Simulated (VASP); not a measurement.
A run of VASP 6.6.1 is set up as follows.

INCAR

```
PREC     = Accurate       # precision mode
ENCUT    = 520            # plane-wave cutoff, eV
EDIFF    = 1E-7           # SCF threshold, eV
ISMEAR   = 0              # smearing method
SIGMA    = 0.1            # smearing width, eV
LREAL    = False          # projectors in reciprocal space
LASPH    = True           # aspherical terms in the spheres
NELM     = 80             # most SCF steps
ALGO     = Normal         # electronic algorithm
ISIF     = 2              # what is computed and relaxed
LWAVE    = False          # write WAVECAR
LCHARG   = False          # write CHGCAR
LDIPOL   = True         
IDIPOL   = 3            
DIPOL    = 0.5 0.5 0.485
GGA      = PS             # functional
NBANDS   = 46             # bands
```

The input KPOINTS:

```
regular mesh
0
Gamma
  12 12 1
```

The input POSCAR:

```
Ti4CN4
1.0
    2.9726300472      0.0000000000      0.0000000000
   -1.4863150236      2.5743731369      0.0000000000
    0.0000000000      0.0000000000     27.4949979446
N Ti C
4 4 1
Direct
    0.3333333333      0.6666666667      0.3091471408
    0.0000000000      0.0000000000      0.3974229164
    0.6666666666      0.3333333333      0.4854147359
    0.3333333333      0.6666666667      0.5753533913
    0.6666666666      0.3333333333      0.3532850285
    0.3333333333      0.6666666667      0.4415608042
    0.0000000000      0.0000000000      0.5302006077
    0.6666666666      0.3333333333      0.6138598945
    0.9166666666      0.8333333333      0.6628520319
```

Potentials or basis: VASP PAW PBE potentials, release 64 (N, Ti_sv, C).

Command:

```console
$ cat potpaw_PBE.64/N/POTCAR potpaw_PBE.64/Ti_sv/POTCAR potpaw_PBE.64/C/POTCAR > POTCAR
$ mpirun -np 1 vasp_std > vasp.out
```

(1) Predict the largest force.

(2) What does it give for the band gap on the k mesh?

## Answers

(1) 5.723 eV/Å.

(2) zero (bands 36 and 37 overlap by 0.17 eV).

Caveat: the PAW data sets were made with another functional, which shifts forces and pressure a little.
